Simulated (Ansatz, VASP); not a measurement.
One calculation of Au, two programs

```
Au
1.0
     0.00000    2.02421    2.02421
     2.02421    0.00000    2.02421
     2.02421    2.02421    0.00000
Au
1
Direct
  0.00000 0.00000 0.00000
```

Alike in both runs: task single point; functional LDA; k mesh 18 × 18 × 18; occupations gaussian, width 0.05 eV; no spin polarisation.

|  | VASP | Ansatz |
| --- | --- | --- |
| version | VASP 6.6.1 | Ansatz 0.2.0 |
| potentials or method | VASP PAW LDA potentials, release 64 (Au), cutoff 520 eV | scalar-relativistic, plane waves, PAW |
| valence electrons in the cell | 11 | 19 |

Ansatz gave:

| Property | Result |
| --- | --- |
| pressure (GPa) | 0.0 |

What did VASP give for the same quantities?

Pressure (GPa): 0.5.

LDA's correlation is that of Perdew and Zunger in VASP and of Perdew and Wang (1992) in Ansatz. VASP's potentials hold 11 valence electrons a cell and Ansatz's 19, so a difference there can come from the potentials and not from the codes.

Neither program's run includes spin-orbit coupling.
